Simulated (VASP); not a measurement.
## MgO2: single point with PBEsol

The system is MgO2.

```
Mg O
1.0
     1.47638    0.85239    3.35422
    -1.47638    0.85239    3.35422
     0.00000   -1.70478    3.35422
Mg O
1 2
Cartesian
  0.0000 0.0000 0.0000
  0.0000 0.0000 4.3147
  0.0000 0.0000 5.7479
```

This cell differs from its parent crystal: strain -0.080 along x and y, -0.040 along z.

- Program: VASP 6.6.1
- Task: single point
- Functional: PBEsol
- Potentials or basis: VASP PAW PBE potentials, release 64 (Mg, O)
- Cutoff: 520 eV
- k mesh: 12 × 12 × 12
- Occupations: gaussian, width 0.05 eV
- Spin: no spin polarisation

```json
{
 "Pressure": "30.9 GPa",
 "Largest force": "0.321 eV/Å",
 "Band gap on the k mesh": "2.82 eV, direct"
}
```

Forces on the atoms (eV/Å):
```
Mg   0.000  0.000  0.000
O    0.000  0.000  0.321
O    0.000  0.000 -0.321
```

Stress tensor (GPa, compression positive):
```
31.80  0.00  0.00
 0.00 31.80  0.00
 0.00  0.00 29.09
```

Levels at points of the mesh, in eV from the valence-band top:
```tsv
k point	band 5	band 6	band 7	band 8	band 9	band 10
(0.00, 0.00, 0.00)	-3.77	-1.07	-1.07	5.35	5.69	13.54
(0.50, 0.00, 0.00)	-4.33	-1.63	-1.53	4.58	9.56	12.40
(0.50, 0.50, 0.00)	-5.01	-2.73	-0.33	4.01	8.34	12.75
(0.50, 0.50, 0.50)	-4.44	0.00	0.00	2.82	5.47	11.40
```

It took 35 s on 1 thread of Intel(R) Xeon(R) 6975P-C (Granite Rapids), on a shared host, peak memory 0.2 GiB.

Caveat: the cell differs from its parent crystal (strain -0.080 along x and y, -0.040 along z); the PAW data sets were made with another functional, which shifts forces and pressure a little. A k mesh can miss the band edges.
